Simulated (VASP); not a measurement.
# As (P4/mmm) in VASP: a series of runs

Runs on As. Level: PBE. Tasks: single point.

Everything below comes from runs of VASP 6.6.1. Logs are shortened: lines on timing, memory, paths and dates and some standing lists are left out, and cuts for length are marked.

## 1. The cell of the first run

Symmetry: P4/mmm, No. 123, tetragonal system. The conventional cell has a = 2.906 Å, b = 2.906 Å, c = 2.704 Å, α = 90.00°, β = 90.00°, γ = 90.00°. As (site symmetry 4/mmm) has 6 As at 2.70 to 2.91 Å within 3.6 Å.

## 2. Single point, PBE (strain +0.0750 x Voigt [1, 1, 0, 0, 0, 0])

INCAR reads:

```
PREC = Accurate
ENCUT = 520
EDIFF = 1E-7
ISMEAR = 0
SIGMA = 0.15
LREAL = F
LASPH = T
NELM = 80
ALGO = Normal
ISIF = 2
LWAVE = F
LCHARG = F
GGA = PE
NBANDS = 8
```

KPOINTS reads:

```
Automatic mesh
0
Gamma
  18 18 18
```

POSCAR reads:

```
As
1.0
    2.9064578752      0.0000000000      0.0000000000
    0.0000000000      2.9064578752      0.0000000000
    0.0000000000      0.0000000000      2.7036817444
As
1
Direct
    0.5000000000      0.5000000000      0.5000000000
```

Potentials or basis: VASP PAW PBE potentials, release 64 (As).

Started as:

```
$ cat potpaw_PBE.64/As/POTCAR > POTCAR
$ mpirun -np 1 vasp_std > vasp.out
```

OUTCAR:

```text
PREC = Accurate
   ENCUT = 520
   EDIFF = 1E-7
   ISMEAR = 0
   LREAL = F
   LASPH = T
   NELM = 80
   ISIF = 2
   GGA = PE

 ion  position               nearest neighbor table
   1  0.500  0.500  0.500-

  LATTYP: Found a simple tetragonal cell.
 ALAT       =     2.9064578752
 C/A-ratio  =     0.9302325581

  Lattice vectors:

 A1 = (   2.9064578752,   0.0000000000,   0.0000000000)
 A2 = (   0.0000000000,   2.9064578752,   0.0000000000)
 A3 = (   0.0000000000,   0.0000000000,   2.7036817444)

Analysis of symmetry for initial positions (statically):
=====================================================================
 Subroutine PRICEL returns:
 Original cell was already a primitive cell.

 Routine SETGRP: Setting up the symmetry group for a
 simple tetragonal supercell.

 Subroutine GETGRP returns: Found 16 space group operations
 (whereof 16 operations were pure point group operations)
 out of a pool of 16 trial point group operations.

The static configuration has the point symmetry D_4h.

Analysis of symmetry for dynamics (positions and initial velocities):
=====================================================================
 Subroutine PRICEL returns:
 Original cell was already a primitive cell.

 Routine SETGRP: Setting up the symmetry group for a
 simple tetragonal supercell.

 Subroutine GETGRP returns: Found 16 space group operations
 (whereof 16 operations were pure point group operations)
 out of a pool of 16 trial point group operations.

The dynamic configuration has the point symmetry D_4h.

 Subroutine INISYM returns: Found 16 space group operations
 (whereof 16 operations are pure point group operations),
 and found     1 'primitive' translations

----------------------------------------------------------------------------------------

                                     Primitive cell

  volume of cell :      22.8393

  direct lattice vectors                    reciprocal lattice vectors
     2.906457875  0.000000000  0.000000000     0.344061412  0.000000000  0.000000000
     0.000000000  2.906457875  0.000000000     0.000000000  0.344061412  0.000000000
     0.000000000  0.000000000  2.703681744     0.000000000  0.000000000  0.369866018

  length of vectors
     2.906457875  2.906457875  2.703681744     0.344061412  0.344061412  0.369866018

  position of ions in fractional coordinates (direct lattice)
     0.500000000  0.500000000  0.500000000

  ion indices of the primitive-cell ions
   primitive index   ion index
                 1           1

----------------------------------------------------------------------------------------

 KPOINTS: Automatic mesh

Automatic generation of k-mesh.
 Grid dimensions read from file:
 generate k-points for:   18   18   18

 Generating k-lattice:

  Cartesian coordinates                     Fractional coordinates (reciprocal lattice)
     0.019114523  0.000000000  0.000000000     0.055555556  0.000000000  0.000000000
     0.000000000  0.019114523  0.000000000     0.000000000  0.055555556  0.000000000
     0.000000000  0.000000000  0.020548112     0.000000000  0.000000000  0.055555556

  Length of vectors
     0.019114523  0.019114523  0.020548112

  Shift w.r.t. Gamma in fractional coordinates (k-lattice)
     0.000000000  0.000000000  0.000000000

 Subroutine IBZKPT returns following result:
 ===========================================

 Found    550 irreducible k-points:

 Following reciprocal coordinates:
            Coordinates               Weight
  0.000000  0.000000  0.000000      1.000000
  0.055556  0.000000  0.000000      4.000000
  0.111111  0.000000  0.000000      4.000000
  0.166667  0.000000  0.000000      4.000000
  0.222222  0.000000  0.000000      4.000000
  0.277778  0.000000  0.000000      4.000000
[... 16 lines left out ...]
  0.277778  0.111111  0.000000      8.000000
  0.333333  0.111111  0.000000      8.000000
 [... further k-points ...]
   k-points           NKPTS =    550   k-points in BZ     NKDIM =    550   number of bands    NBANDS=      8
   number of dos      NEDOS =    301   number of ions     NIONS =      1
   total plane-waves  NPLWV =  11520
   dimension x,y,z NGX =    24 NGY =   24 NGZ =   20
   dimension x,y,z NGXF=    48 NGYF=   48 NGZF=   40
   ions per type =               1
   NGX,Y,Z   is equivalent  to a cutoff of  13.73, 13.73, 12.30 a.u.
   NGXF,Y,Z  is equivalent  to a cutoff of  27.46, 27.46, 24.60 a.u.
 SYSTEM =  unknown system
   PREC   = accura    normal or accurate (medium, high low for compatibility)
   ISTART =      0    job   : 0-new  1-cont  2-samecut
   ICHARG =      2    charge: 1-file 2-atom 10-const
   ISPIN  =      1    spin polarized calculation?
   LNONCOLLINEAR =      F non collinear calculations
   LSORBIT =      F    spin-orbit coupling
   LASPH  =      T    aspherical Exc in radial PAW
   ENCUT  =  520.0 eV  38.22 Ry    6.18 a.u.   5.40  5.40  5.03*2*pi/ulx,y,z
   NELM   =     80;   NELMIN=  2; NELMDL= -5     # of ELM steps
   EDIFF  = 0.1E-06   stopping-criterion for ELM
   LREAL  =      F    real-space projection
   EDIFFG = 0.1E-05   stopping-criterion for IOM
   NSW    =      0    number of steps for IOM
   IBRION =     -1    ionic relax: 0-MD 1-quasi-New 2-CG
   NFREE  =      0    steps in history (QN), initial steepest desc. (CG)
   ISIF   =      2    stress and relaxation
   ISYM   =      2    0-nonsym 1-usesym 2-fastsym
   POTIM  = 0.5000    time-step for ionic-motion
   TEBEG  =    0.0;   TEEND  =   0.0 temperature during run
   PSTRESS=    0.0 pullay stress
   NELECT =       5.0000    total number of electrons
   NUPDOWN=      -1.0000    fix difference up-down
   EMIN   =  10.00;   EMAX   =-10.00  energy-range for DOS
   EFERMI =   0.00;   METHOD = LEGACY
   ISMEAR =     0;   SIGMA  =   0.15  broadening in eV -4-tet -1-fermi 0-gaus
   EFERMI_NEDOS =   21; number of points for ismear=-14 and -15
   IALGO  =     38    algorithm
   IMIX   =      4    mixing-type and parameters
     AMIX     =   0.40;   BMIX     =  1.00
     AMIX_MAG =   1.60;   BMIX_MAG =  1.00
  volume/ion in A,a.u.               =      22.84       154.13
  Fermi-wavevector in a.u.,A,eV,Ry     =   0.986666  1.864529 13.245412  0.973510
  Thomas-Fermi vector in A             =   2.118064
   LORBIT       =      0    0 simple, 1 ext, 2 COOP (PROOUT), +10 PAW based schemes
   GGA     = PE    functional components
   LHFCALC =     F    Hartree Fock is set to
   AEXX    =    0.0000 exact exchange contribution
   IVDW    =     0    specifies the selected vdW correction
   LEPSILON=     F    determine dielectric tensor
   LRPA    =     F    only Hartree local field effects (RPA)
 non-spin polarized calculation
 Gauss-broadening in eV      SIGMA  =   0.15
  energy-cutoff  :      520.00
  volume of cell :       22.84
 maximum number of plane-waves:       634
 NGX is ok and might be reduce to    24
   NGX = 11   NGY = 11   NGZ = 11

 number of electron       5.0000001 magnetization

 Free energy of the ion-electron system (eV)
  ---------------------------------------------------
  ext. energy  EPLUGINS =         0.00000000
  ---------------------------------------------------
  free energy    TOTEN  =        -4.47128131 eV

  energy without entropy =       -4.46489473  energy(sigma->0) =       -4.46808802

 E-fermi :   4.3660     XC(G=0):  -9.8058

 val. band max:        4.3444516516   @ k =   0.3889   0.2222   0.0000
 cond. band min:       4.3726320930   @ k =   0.5000   0.3889   0.3333
 fundamental gap:      0.0281804414
 Fermi energy:         4.3659534774

 k-point     1 :       0.0000    0.0000    0.0000
  band No.  band energies     occupation
      1      -9.4360      2.00000
      2       7.2708      0.00000
      3       7.2708      0.00000
      4       9.5023      0.00000
      5      12.2672      0.00000
      6      12.3118      0.00000
      7      14.7558      0.00000
      8      26.2719      0.00000

 k-point     2 :       0.0556    0.0000    0.0000
  band No.  band energies     occupation
      1      -9.3912      2.00000
      2       6.6908      0.00000
      3       7.3085      0.00000
      4       9.5393      0.00000
      5      12.3355      0.00000
      6      12.9421      0.00000
      7      14.8182      0.00000
      8      25.3562      0.00000

 k-point     3 :       0.1111    0.0000    0.0000
  band No.  band energies     occupation
      1      -9.2579      2.00000
      2       5.4520      0.00000
      3       7.4196      0.00000
      4       9.6483      0.00000
      5      12.4714      0.00000
      6      14.2955      0.00000
      7      15.1034      0.00000
      8      23.9258      0.00000

 k-point     4 :       0.1667    0.0000    0.0000
  band No.  band energies     occupation
      1      -9.0401      2.00000
      2       4.0590      1.99620
      3       7.5978      0.00000
      4       9.8229      0.00000
      5      12.6943      0.00000
      6      15.0028      0.00000
      7      16.4259      0.00000
      8      22.5226      0.00000

 k-point     5 :       0.2222    0.0000    0.0000
  band No.  band energies     occupation
      1      -8.7458      2.00000
      2       2.6921      2.00000
      3       7.8316      0.00000
      4      10.0515      0.00000
      5      12.9991      0.00000
      6      15.3635      0.00000
      7      18.2097      0.00000
      8      21.2277      0.00000
[... 177 lines left out ...]
 k-point    22 :       0.2222    0.1111    0.0000
  band No.  band energies     occupation
      1      -8.5679      2.00000
      2       2.8603      2.00000
      3       6.0678      0.00000
      4      10.1954      0.00000
      5      14.8594      0.00000
      6      15.5966      0.00000
      7      17.8048      0.00000
      8      19.8381      0.00000

 k-point    23 :       0.2778    0.1111    0.0000
  band No.  band energies     occupation
      1      -8.2117      2.00000
      2       1.5959      2.00000
      3       6.3728      0.00000
      4      10.4583      0.00000
      5      15.1398      0.00000
      6      15.7323      0.00000
      7      17.7538      0.00000
      8      20.8293      0.00000

 k-point    24 :       0.3333    0.1111    0.0000
  band No.  band energies     occupation
      1      -7.8196      2.00000
      2       0.4826      2.00000
      3       6.6964      0.00000
      4      10.7294      0.00000
      5      15.2362      0.00000
      6      15.7371      0.00000
      7      17.6247      0.00000
      8      21.5863      0.00000

 [... further k-points ...]

------------------------ aborting loop because EDIFF is reached ----------------------------------------

  FORCE on cell =-STRESS in cart. coord.  units (eV):
  Direction    XX          YY          ZZ          XY          YZ          ZX
  --------------------------------------------------------------------------------------
  -------------------------------------------------------------------------------------
  Total       -1.3417085     -1.3417085     -0.0036273      0.0000000      0.0000000      0.0000000
  in kB      -94.1206912    -94.1206912     -0.2544532      0.0000000      0.0000000      0.0000000
  external PRESSURE =     -62.8319452 kB  Pullay stress =       0.0000000 kB

 VOLUME and BASIS-vectors are now :
 -----------------------------------------------------------------------------
  energy-cutoff  :      520.00
  volume of cell :       22.84
      direct lattice vectors                 reciprocal lattice vectors
     2.906457875  0.000000000  0.000000000     0.344061412  0.000000000  0.000000000
     0.000000000  2.906457875  0.000000000     0.000000000  0.344061412  0.000000000
     0.000000000  0.000000000  2.703681744     0.000000000  0.000000000  0.369866018

 POSITION                                       TOTAL-FORCE (eV/Angst)
 -----------------------------------------------------------------------------------
      1.45323      1.45323      1.35184         0.000000      0.000000      0.000000
 -----------------------------------------------------------------------------------
    total drift:                                0.000000     -0.000000     -0.000000

  FREE ENERGIE OF THE ION-ELECTRON SYSTEM (eV)
  ---------------------------------------------------
  free  energy   TOTEN  =        -4.4712813107 eV

  energy  without entropy=       -4.4648947280  energy(sigma->0) =       -4.46808802
```

It took 42 s on 1 thread of Intel Xeon Platinum 8488C (Sapphire Rapids), shared host; peak memory 0.21 GiB.

Results:

| Property | Result |
| --- | --- |
| Free energy | -4.4713 eV |
| Pressure | -6.3 GPa |

Stress tensor (GPa, compression positive):
```
-9.41  0.00  0.00
 0.00 -9.41  0.00
 0.00  0.00 -0.03
```

Levels at points of the mesh, in eV from the Fermi level:
```csv
k point,band 1,band 2,band 3,band 4,band 5,band 6,band 7,band 8
"(0.00, 0.00, 0.00)",-13.80,2.90,2.90,5.14,7.90,7.95,10.39,21.91
"(0.50, 0.00, 0.00)",-11.57,-5.79,4.51,6.70,10.37,13.28,13.36,13.67
"(0.50, 0.50, 0.00)",-9.34,-3.73,-3.73,3.00,8.15,15.48,17.82,17.82
"(0.00, 0.00, 0.50)",-10.56,-5.99,5.25,5.25,10.86,12.62,13.07,13.33
"(0.50, 0.00, 0.50)",-8.25,-4.06,-2.97,3.21,6.72,14.71,15.44,16.33
"(0.50, 0.50, 0.50)",-5.83,-2.33,-1.14,-1.14,5.98,5.98,6.67,9.71
```

Caveat: the cell differs from its parent crystal (strain +0.0750 x Voigt [1, 1, 0, 0, 0, 0]).

## 3. Single point, PBE (strain +0.0875 x Voigt [1, 1, 0, 0, 0, 0])

INCAR reads:

```
SYSTEM = As
  ALGO = Normal
  EDIFF = 1E-6
  ENCUT = 520
  GGA = PE
  ISIF = 2
  ISMEAR = 0
  LASPH = .True.
  LCHARG = .False.
  LREAL = .False.
  LWAVE = .False.
  NBANDS = 8
  NELM = 100
  PREC = Accurate
  SIGMA = 0.15
```

KPOINTS reads:

```
k-points
0
Gamma
  18 18 18
  0 0 0
```

POSCAR reads:

```
As
1.0
    2.9402538970      0.0000000000      0.0000000000
    0.0000000000      2.9402538970      0.0000000000
    0.0000000000      0.0000000000      2.7036817444
As
1
Direct
    0.5000000000      0.5000000000      0.5000000000
```

Potentials or basis: VASP PAW PBE potentials, release 64 (As).

Started as:

```
$ cat potpaw_PBE.64/As/POTCAR > POTCAR
$ mpirun -np 1 vasp_std > vasp.out
```

It took 37 s on 1 thread of Intel Xeon Platinum 8488C (Sapphire Rapids), shared host; peak memory 0.21 GiB.

Results (log left out):

| Quantity | Value |
| --- | --- |
| Free energy | -4.4382 eV |
| Pressure | -7.1 GPa |

Stress tensor (GPa, compression positive):
```
-10.39   0.00   0.00
  0.00 -10.39   0.00
  0.00   0.00  -0.49
```

Levels at points of the mesh, in eV from the Fermi level:
| k point | band 1 | band 2 | band 3 | band 4 | band 5 | band 6 |
| --- | --- | --- | --- | --- | --- | --- |
| (0.00, 0.00, 0.00) | -13.63 | 2.74 | 2.74 | 5.28 | 7.75 | 7.83 |
| (0.50, 0.00, 0.00) | -11.53 | -5.61 | 4.25 | 6.74 | 10.20 | 13.11 |
| (0.50, 0.50, 0.00) | -9.44 | -3.64 | -3.64 | 3.07 | 8.09 | 15.35 |
| (0.00, 0.00, 0.50) | -10.38 | -5.85 | 5.09 | 5.09 | 10.83 | 12.42 |
| (0.50, 0.00, 0.50) | -8.21 | -4.02 | -2.77 | 3.32 | 6.47 | 14.48 |
| (0.50, 0.50, 0.50) | -5.94 | -2.39 | -1.03 | -1.03 | 6.00 | 6.00 |

Caveat: the cell differs from its parent crystal (strain +0.0875 x Voigt [1, 1, 0, 0, 0, 0]).
